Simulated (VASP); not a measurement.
# Cu3O2 (P-3m1) in VASP: relaxation of cell and atoms with PBE

Aim: the relaxation of cell and atoms of Cu3O2 with PBE.

Program: VASP 6.6.1. These are calculated values, not measurements. Logs are shortened: lines on timing, memory, paths and dates and some standing lists are left out, and cuts for length are marked.

### Step 1. The cell of the first run

Symmetry: P-3m1, No. 164, trigonal system. The conventional cell has a = 3.535 Å, b = 3.535 Å, c = 5.500 Å, α = 90.00°, β = 90.00°, γ = 120.00°. Cu (site symmetry -3m) has 6 O at 2.45 Å and 6 Cu at 2.82 Å within 3.2 Å. Cu (site symmetry 3m) has 4 O at 2.13 to 2.20 Å and 6 Cu at 2.59 to 2.82 Å within 2.9 Å. Within 2.8 Å of O (site symmetry 3m) lie 7 Cu at 2.13 to 2.45 Å.

### Step 2. Relaxation of cell and atoms, PBE, collinear spin

INCAR

```
SYSTEM = Cu3O2
  PREC = Accurate
  ENCUT = 600
  EDIFF = 1E-6
  ISMEAR = 0
  SIGMA = 0.1
  LREAL = .False.
  LASPH = .True.
  NELM = 150
  ALGO = Normal
  ISIF = 3
  LWAVE = .False.
  LCHARG = .False.
  ISPIN = 2
  MAGMOM = 0.13 0.18 0.18 0.11 0.11
  LORBIT = 11
  LMAXMIX = 4
  GGA = PE
  IBRION = 2
  NSW = 90
  EDIFFG = -0.04
```

KPOINTS

```
Automatic mesh
0
Gamma
  6 6 4
  0 0 0
```

POSCAR

```
Cu3O2
1.0
    3.5351057333      0.0000000000      0.0000000000
   -1.7675528666      3.0614913701      0.0000000000
    0.0000000000      0.0000000000      5.5000502906
Cu O
3 2
Direct
    0.0000000000      0.0000000000      0.0000000000
    0.3333333333      0.6666666667      0.6450000000
    0.6666666667      0.3333333333      0.3550000000
    0.3333333333      0.6666666667      0.2450000000
    0.6666666667      0.3333333333      0.7550000000
```

Potentials or basis: VASP PAW PBE potentials, release 64 (Cu, O).

Launch:

```sh
$ cat potpaw_PBE.64/Cu/POTCAR potpaw_PBE.64/O/POTCAR > POTCAR
$ mpirun -np 1 vasp_std > vasp.out
```

OUTCAR:

```text
SYSTEM = Cu3O2
   PREC = Accurate
   ENCUT = 600
   EDIFF = 1E-6
   ISMEAR = 0
   LREAL = .False.
   LASPH = .True.
   NELM = 150
   ISIF = 3
   ISPIN = 2
   LORBIT = 11
   GGA = PE
   IBRION = 2
   NSW = 90
   EDIFFG = -0.04

 ion  position               nearest neighbor table
   1  0.000  0.000  0.000-
   2  0.333  0.667  0.645-   5 2.13   5 2.13   5 2.13   4 2.20   3 2.59   3 2.59   3 2.59
   3  0.667  0.333  0.355-   4 2.13   4 2.13   4 2.13   5 2.20   2 2.59   2 2.59   2 2.59
   4  0.333  0.667  0.245-   3 2.13   3 2.13   3 2.13   2 2.20
   5  0.667  0.333  0.755-   2 2.13   2 2.13   2 2.13   3 2.20

  LATTYP: Found a hexagonal cell.
 ALAT       =     3.5351057333
 C/A-ratio  =     1.5558375634

  Lattice vectors:

 A1 = (   3.5351057333,   0.0000000000,   0.0000000000)
 A2 = (  -1.7675528666,   3.0614913701,   0.0000000000)
 A3 = (   0.0000000000,   0.0000000000,   5.5000502906)

Analysis of symmetry for initial positions (statically):
=====================================================================
 Subroutine PRICEL returns:
 Original cell was already a primitive cell.

 Routine SETGRP: Setting up the symmetry group for a
 hexagonal supercell.

 Subroutine GETGRP returns: Found 12 space group operations
 (whereof 12 operations were pure point group operations)
 out of a pool of 24 trial point group operations.

The static configuration has the point symmetry D_3d.

Analysis of symmetry for dynamics (positions and initial velocities):
=====================================================================
 Subroutine PRICEL returns:
 Original cell was already a primitive cell.

 Routine SETGRP: Setting up the symmetry group for a
 hexagonal supercell.

 Subroutine GETGRP returns: Found 12 space group operations
 (whereof 12 operations were pure point group operations)
 out of a pool of 24 trial point group operations.

The dynamic configuration has the point symmetry D_3d.

Analysis of structural, dynamic, and magnetic symmetry:
=====================================================================
 Subroutine PRICEL returns:
 Original cell was already a primitive cell.

 Routine SETGRP: Setting up the symmetry group for a
 hexagonal supercell.

 Subroutine GETGRP returns: Found 12 space group operations
 (whereof 12 operations were pure point group operations)
 out of a pool of 24 trial point group operations.

The overall configuration has the point symmetry D_3d.

 Subroutine INISYM returns: Found 12 space group operations
 (whereof 12 operations are pure point group operations),
 and found     1 'primitive' translations

----------------------------------------------------------------------------------------

                                     Primitive cell

  volume of cell :      59.5254

  direct lattice vectors                    reciprocal lattice vectors
     3.535105733  0.000000000  0.000000000     0.282876970  0.163319095  0.000000000
    -1.767552867  3.061491370  0.000000000     0.000000000  0.326638190  0.000000000
     0.000000000  0.000000000  5.500050291     0.000000000  0.000000000  0.181816519

  length of vectors
     3.535105733  3.535105733  5.500050291     0.326638190  0.326638190  0.181816519

  position of ions in fractional coordinates (direct lattice)
     0.000000000  0.000000000  0.000000000
     0.333333333  0.666666667  0.645000000
     0.666666667  0.333333333  0.355000000
     0.333333333  0.666666667  0.245000000
     0.666666667  0.333333333  0.755000000

  ion indices of the primitive-cell ions
   primitive index   ion index
                 1           1
                 2           2
                 3           3
                 4           4
                 5           5

----------------------------------------------------------------------------------------

 KPOINTS: Automatic mesh

Automatic generation of k-mesh.
 Grid dimensions read from file:
 generate k-points for:    6    6    4

 Generating k-lattice:

  Cartesian coordinates                     Fractional coordinates (reciprocal lattice)
     0.047146162  0.027219849  0.000000000     0.166666667 -0.000000000  0.000000000
     0.000000000  0.054439698  0.000000000     0.000000000  0.166666667  0.000000000
     0.000000000  0.000000000  0.045454130     0.000000000  0.000000000  0.250000000

  Length of vectors
     0.054439698  0.054439698  0.045454130

  Shift w.r.t. Gamma in fractional coordinates (k-lattice)
     0.000000000  0.000000000  0.000000000

 Subroutine IBZKPT returns following result:
 ===========================================

 Found     24 irreducible k-points:

 Following reciprocal coordinates:
            Coordinates               Weight
  0.000000  0.000000  0.000000      1.000000
  0.166667  0.000000  0.000000      6.000000
  0.333333  0.000000  0.000000      6.000000
  0.500000  0.000000  0.000000      3.000000
  0.166667  0.166667  0.000000      6.000000
  0.333333  0.166667  0.000000     12.000000
[... 16 lines left out ...]
  0.333333  0.166667  0.500000     12.000000
  0.333333  0.333333  0.500000      2.000000
   k-points           NKPTS =     24   k-points in BZ     NKDIM =     24   number of bands    NBANDS=     27
   number of dos      NEDOS =    301   number of ions     NIONS =      5
   total plane-waves  NPLWV =  37632
   dimension x,y,z NGX =    28 NGY =   28 NGZ =   48
   dimension x,y,z NGXF=    56 NGYF=   56 NGZF=   96
   ions per type =               3   2
   NGX,Y,Z   is equivalent  to a cutoff of  13.17, 13.17, 14.51 a.u.
   NGXF,Y,Z  is equivalent  to a cutoff of  26.34, 26.34, 29.02 a.u.
 SYSTEM =  Cu3O2
   PREC   = accura    normal or accurate (medium, high low for compatibility)
   ISTART =      0    job   : 0-new  1-cont  2-samecut
   ICHARG =      2    charge: 1-file 2-atom 10-const
   ISPIN  =      2    spin polarized calculation?
   LNONCOLLINEAR =      F non collinear calculations
   LSORBIT =      F    spin-orbit coupling
   LASPH  =      T    aspherical Exc in radial PAW
   ENCUT  =  600.0 eV  44.10 Ry    6.64 a.u.   7.06  7.06 10.98*2*pi/ulx,y,z
   NELM   =    150;   NELMIN=  2; NELMDL= -5     # of ELM steps
   EDIFF  = 0.1E-05   stopping-criterion for ELM
   LREAL  =      F    real-space projection
   EDIFFG = -.4E-01   stopping-criterion for IOM
   NSW    =     90    number of steps for IOM
   IBRION =      2    ionic relax: 0-MD 1-quasi-New 2-CG
   NFREE  =      1    steps in history (QN), initial steepest desc. (CG)
   ISIF   =      3    stress and relaxation
   ISYM   =      2    0-nonsym 1-usesym 2-fastsym
   POTIM  = 0.5000    time-step for ionic-motion
   TEBEG  =    0.0;   TEEND  =   0.0 temperature during run
   PSTRESS=    0.0 pullay stress
   NELECT =      45.0000    total number of electrons
   NUPDOWN=      -1.0000    fix difference up-down
   EMIN   =  10.00;   EMAX   =-10.00  energy-range for DOS
   EFERMI =   0.00;   METHOD = LEGACY
   ISMEAR =     0;   SIGMA  =   0.10  broadening in eV -4-tet -1-fermi 0-gaus
   EFERMI_NEDOS =   21; number of points for ismear=-14 and -15
   IALGO  =     38    algorithm
   IMIX   =      4    mixing-type and parameters
     AMIX     =   0.40;   BMIX     =  1.00
     AMIX_MAG =   1.60;   BMIX_MAG =  1.00
  volume/ion in A,a.u.               =      11.91        80.34
  Fermi-wavevector in a.u.,A,eV,Ry     =   1.491346  2.818235 30.260877  2.224112
  Thomas-Fermi vector in A             =   2.604012
   LORBIT       =     11    0 simple, 1 ext, 2 COOP (PROOUT), +10 PAW based schemes
   GGA     = PE    functional components
   LHFCALC =     F    Hartree Fock is set to
   AEXX    =    0.0000 exact exchange contribution
   IVDW    =     0    specifies the selected vdW correction
   LEPSILON=     F    determine dielectric tensor
   LRPA    =     F    only Hartree local field effects (RPA)
 conjugate gradient relaxation of ions
 spin polarized calculation
 Gauss-broadening in eV      SIGMA  =   0.10
  energy-cutoff  :      600.00
  volume of cell :       59.53
 maximum number of plane-waves:      2002
   NGX = 15   NGY = 15   NGZ = 21

--------------------------------------- Ionic step        1  -------------------------------------------

 number of electron      45.0000004 magnetization       0.6188305

 Free energy of the ion-electron system (eV)
  ---------------------------------------------------
  ext. energy  EPLUGINS =         0.00000000
  ---------------------------------------------------
  free energy    TOTEN  =       -21.39165840 eV

  energy without entropy =      -21.35885360  energy(sigma->0) =      -21.37525600

------------------------ aborting loop because EDIFF is reached ----------------------------------------

  FORCE on cell =-STRESS in cart. coord.  units (eV):
  Direction    XX          YY          ZZ          XY          YZ          ZX
  --------------------------------------------------------------------------------------
  -------------------------------------------------------------------------------------
  Total       -3.5126166     -3.5126166     -1.9901898     -0.0000000     -0.0000000      0.0000000
  in kB      -94.5451435    -94.5451435    -53.5676965     -0.0000000     -0.0000000      0.0000000
  external PRESSURE =     -80.8859945 kB  Pullay stress =       0.0000000 kB
[... 98 lines left out ...]
  FREE ENERGIE OF THE ION-ELECTRON SYSTEM (eV)
  ---------------------------------------------------
  free  energy   TOTEN  =       -21.5600034023 eV

  energy  without entropy=      -21.5289382867  energy(sigma->0) =      -21.54447084

[... ionic steps 4 to 33 ...]

--------------------------------------- Ionic step       34  -------------------------------------------

 number of electron      44.9999988 magnetization       0.0000001

------------------------ aborting loop because EDIFF is reached ----------------------------------------
[... 75 lines left out ...]
 number of electron      44.9999968 magnetization       0.0000000

 number of electron      44.9999968 magnetization      -0.0000001

 Free energy of the ion-electron system (eV)
  ---------------------------------------------------
  ext. energy  EPLUGINS =         0.00000000
  ---------------------------------------------------
  free energy    TOTEN  =       -22.36142550 eV

  energy without entropy =      -22.34582221  energy(sigma->0) =      -22.35362385

 E-fermi :   6.0182     XC(G=0): -12.3020

 val. band max:        5.9646560637   @ k =   0.1667   0.1667   0.5000
 cond. band min:       6.0307431288   @ k =   0.1667   0.1667   0.0000
 fundamental gap:      0.0660870651
 Fermi energy:         6.0182220521

 spin component 1

 k-point     1 :       0.0000    0.0000    0.0000
  band No.  band energies     occupation
      1     -13.2972      1.00000
      2     -12.5913      1.00000
      3      -1.6673      1.00000
      4       1.1319      1.00000
      5       1.6705      1.00000
      6       1.6705      1.00000
[... 709 lines left out ...]
     26      10.5875      0.00000
     27      14.3588      0.00000
 Fermi energy:         6.0182220521

 spin component 2

 k-point     1 :       0.0000    0.0000    0.0000
  band No.  band energies     occupation
      1     -13.2972      1.00000
      2     -12.5913      1.00000
      3      -1.6673      1.00000
      4       1.1319      1.00000
      5       1.6705      1.00000
      6       1.6705      1.00000
[... 741 lines left out ...]
  FREE ENERGIE OF THE ION-ELECTRON SYSTEM (eV)
  ---------------------------------------------------
  free  energy   TOTEN  =       -22.3614255004 eV

  energy  without entropy=      -22.3458222089  energy(sigma->0) =      -22.35362385

 reached required accuracy - stopping structural energy minimisation

 total charge

# of ion       s       p       d       tot
------------------------------------------
    1        0.327   0.358   9.135   9.821
    2        0.348   0.300   9.190   9.838
    3        0.348   0.300   9.190   9.838
    4        1.583   3.353   0.000   4.935
    5        1.583   3.353   0.000   4.935
--------------------------------------------------
tot          4.188   7.664  27.515  39.367

 magnetization (x)

# of ion       s       p       d       tot
------------------------------------------
    1        0.000   0.000  -0.000  -0.000
    2        0.000   0.000  -0.000  -0.000
    3        0.000   0.000  -0.000  -0.000
    4       -0.000  -0.000   0.000  -0.000
    5       -0.000  -0.000   0.000  -0.000
--------------------------------------------------
tot          0.000  -0.000  -0.000  -0.000
```

Run time: 41 min. Hardware: 1 thread of Oxide Virtual Turin-like, shared host; peak memory 0.23 GiB.

What came out:

```
Free energy                                           : -22.3614 eV
Relaxed volume                                        : 10.28 Å³/atom
Relaxed cell                                          : a = 2.908 Å, b = 2.908 Å, c = 7.018 Å, α = 90.00°, β = 90.00°, γ = 120.00°
Space group after relaxing (to 0.1 Å)                 : P-3m1 (No. 164)
Energy gained by relaxing                             : 194.0 meV/atom
Ionic steps                                           : 36
Pressure after relaxing                               : -0.2 GPa
Largest force after relaxing                          : 0.030 eV/Å
Net moment                                            : 0.00 μB per cell
Valence electrons inside the program's atomic spheres : Cu 9.82, 9.84 (each value once); O 4.93
```

Forces on the atoms (eV/Å):
```
Cu   0.000  0.000  0.000
Cu   0.000  0.000  0.030
Cu   0.000  0.000 -0.030
O    0.000  0.000 -0.003
O    0.000  0.000  0.003
```

The path:
```csv
step,energy change (eV),largest force (eV/Å),pressure (GPa),volume (Å³)
1,0.0000,0.5871,-8.09,59.53
2,-0.1683,0.6186,1.64,54.49
3,-0.1683,0.6182,1.74,54.45
4,-0.2369,0.4002,2.11,54.16
5,-0.2995,0.1647,4.51,53.55
6,-0.3302,0.0615,-2.64,56.70
7,-0.3354,0.0335,-0.89,55.79
8,-0.3491,0.0291,-0.55,55.96
9,-0.3671,0.1606,0.55,56.39
10,-0.3713,0.1257,-0.99,57.19
11,-0.3710,0.1175,-1.63,57.39
12,-0.3712,0.1226,-1.11,57.26
13,-0.3758,0.1466,-1.51,57.24
14,-0.3947,0.2254,-1.86,57.18
15,-0.4675,0.4543,-3.34,56.98
16,-0.7152,0.4647,-7.80,56.31
17,-0.4703,1.3720,-9.06,53.97
18,-0.8003,0.2552,-9.94,55.92
19,-0.8097,0.2123,-10.45,55.80
20,-0.8102,0.2080,-10.42,55.78
21,-0.8117,0.1979,-10.52,55.75
22,-0.8136,0.2339,-10.48,55.69
23,-0.8128,0.3344,-10.94,55.56
24,-0.8140,0.2612,-10.91,55.65
25,-0.8161,0.2612,-10.72,55.62
26,-0.8224,0.2593,-10.44,55.52
27,-0.8346,0.2567,-9.98,55.33
28,-0.8576,0.2514,-9.37,54.94
29,-0.8974,0.2430,-7.71,54.16
30,-0.9504,0.2366,-4.07,52.63
31,-0.9304,0.2678,5.48,49.64
32,-0.9642,0.2406,-0.77,51.49
33,-0.9643,0.2413,-0.53,51.41
34,-0.9652,0.2200,-0.45,51.40
35,-0.9675,0.1562,-0.38,51.40
36,-0.9698,0.0300,-0.15,51.39
```

Final structure:
```
CELL_PARAMETERS angstrom
2.90800 0.00000 0.00000
-1.45400 2.51840 0.00000
0.00000 0.00000 7.01771
ATOMIC_POSITIONS crystal
Cu 0.00000 0.00000 0.00000
Cu 0.33333 0.66667 0.63501
Cu 0.66667 0.33333 0.36499
O 0.33333 0.66667 0.17531
O 0.66667 0.33333 0.82469
```

Levels at points of the mesh, in eV from the Fermi level:
Spin up:
```tsv
k point	band 18	band 19	band 20	band 21	band 22	band 23	band 24	band 25	band 26	band 27
(0.00, 0.00, 0.00)	-1.49	-1.49	-1.46	-0.81	-0.81	0.47	0.47	4.17	4.32	10.15
(0.50, 0.00, 0.00)	-1.21	-1.19	-1.18	-0.97	-0.41	0.46	2.56	3.20	6.99	7.05
(0.00, 0.00, 0.50)	-1.38	-1.38	-1.37	-0.61	-0.61	0.41	0.41	2.27	6.28	8.40
(0.50, 0.00, 0.50)	-1.31	-1.25	-1.19	-0.65	-0.09	0.19	2.48	2.79	7.53	7.70
```
Spin down:
```
           k point  band 18  band 19  band 20  band 21  band 22  band 23  band 24  band 25  band 26  band 27
(0.00, 0.00, 0.00)    -1.49    -1.49    -1.46    -0.81    -0.81     0.47     0.47     4.17     4.32    10.15
(0.50, 0.00, 0.00)    -1.21    -1.19    -1.18    -0.97    -0.41     0.46     2.56     3.20     6.99     7.05
(0.00, 0.00, 0.50)    -1.38    -1.38    -1.37    -0.61    -0.61     0.41     0.41     2.27     6.28     8.40
(0.50, 0.00, 0.50)    -1.31    -1.25    -1.19    -0.65    -0.09     0.19     2.48     2.79     7.53     7.70
```

Caveat: a cell axis changed by over 15 % at a fixed basis, so the end point is rough.
